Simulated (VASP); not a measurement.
Here is a VASP 6.6.1 calculation.

Contents of INCAR:

```
SYSTEM = AlIn3As4
ALGO = Normal
EDIFF = 1E-6
ENCUT = 520
GGA = PE
ISIF = 2
ISMEAR = 0
LASPH = .True.
LCHARG = .False.
LREAL = .False.
LWAVE = .False.
NBANDS = 41
NELM = 60
PREC = Accurate
SIGMA = 0.2
```

KPOINTS

```
k-points
0
Gamma
  4 4 4
  0 0 0
```

The input POSCAR:

```
AlIn3As4
1.0
    6.0644920000      0.0000000000      0.0000000000
    0.0000000000      6.0644920000      0.0000000000
   -3.0322460000     -3.0322460000      6.0593820000
Al In As
1 3 4
Direct
    0.0000000000      0.0000000000      0.0000000000
    0.7500000000      0.2500000000      0.5000000000
    0.5000000000      0.5000000000      1.0000000000
    0.2500000000      0.7500000000      0.5000000000
    0.1171520000      0.1171520000      0.7608590000
    0.8828480000      0.3562930000      0.2391410000
    0.6437070000      0.6437070000      0.7608590000
    0.3562930000      0.8828480000      0.2391410000
```

Potentials or basis: VASP PAW PBE potentials, release 64 (Al, In_d, As).

Launch:

```console
$ cat potpaw_PBE.64/Al/POTCAR potpaw_PBE.64/In_d/POTCAR potpaw_PBE.64/As/POTCAR > POTCAR
$ mpirun -np 1 vasp_std > vasp.out
```

Q: Estimate the largest force.

A: 0.004 eV/Å.

Q: What does it give for the pressure?

A: 0.1 GPa.

Forces on the atoms (eV/Å):
```
Al   0.000  0.000  0.000
In   0.000  0.000  0.000
In   0.000  0.000  0.000
In   0.000  0.000  0.000
As   0.002  0.002 -0.004
As  -0.002  0.002  0.004
As  -0.002 -0.002 -0.004
As   0.002 -0.002  0.004
```
